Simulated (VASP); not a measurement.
Here is a VASP 6.6.1 calculation.

The input INCAR:

```
PREC = Accurate
ENCUT = 520
EDIFF = 1E-7
ISMEAR = -1
SIGMA = 0.1
LREAL = F
LASPH = T
NELM = 60
ALGO = Normal
ISIF = 2
LWAVE = F
LCHARG = F
GGA = CA
NBANDS = 11
```

File KPOINTS:

```
Automatic mesh
0
Gamma
  14 14 14
```

Contents of POSCAR:

```
Pt
1.0
    2.5702419731      0.0000000000      0.0000000000
    0.0000000000      2.5702419731      0.0000000000
    0.0000000000      0.0000000000      2.5702419731
Pt
1
Direct
    0.0000000000      0.0000000000      0.0000000000
```

Potentials or basis: VASP PAW LDA potentials, release 64 (Pt).

Run with:

```sh
$ cat potpaw_LDA.64/Pt/POTCAR > POTCAR
$ mpirun -np 1 vasp_std > vasp.out
```

(1) What does it give for the pressure?

(2) Estimate the band gap on the k mesh.

Answers

(1) 0.5 GPa.

(2) zero (bands 5 and 6 overlap by 3.47 eV).

Caveat: spin-orbit coupling is left out, which moves the levels of the heavy elements.
